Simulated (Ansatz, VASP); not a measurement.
## Ti in VASP and in Ansatz

```
CELL_PARAMETERS angstrom
0.00000 2.00462 2.03000
2.05538 0.00000 2.03000
2.05538 2.00462 0.00000
ATOMIC_POSITIONS crystal
Ti 0.00000 0.00000 0.00000
```

Change from the starting cell: strain +0.0125 x Voigt [1, -1, 0, 0, 0, 0], atoms carried along.

Alike in both runs: task single point; functional PBEsol; k mesh 10 × 10 × 10; occupations gaussian, width 0.15 eV; no spin polarisation.

|  | VASP | Ansatz |
| --- | --- | --- |
| version | VASP 6.6.1 | Ansatz 0.2.0 |
| potentials or method | VASP PAW PBE potentials, release 64 (Ti_sv), cutoff 520 eV | scalar-relativistic, plane waves, PAW |
| valence electrons in the cell | 12 | 12 |

Ansatz gave:

- gap on the k mesh at the Fermi level (eV): none
- pressure (GPa): -0.3
- traceless stress, the component that is largest in VASP (GPa): 0.53

Question: Which values does VASP return?

Answer: gap on the k mesh at the Fermi level (eV): none; pressure (GPa): -0.6; traceless stress, the component that is largest in VASP (GPa): 0.53.

VASP's potentials were made for PBE, not for PBEsol. A gap of «none» marks a metal or a gap that the smearing closes.
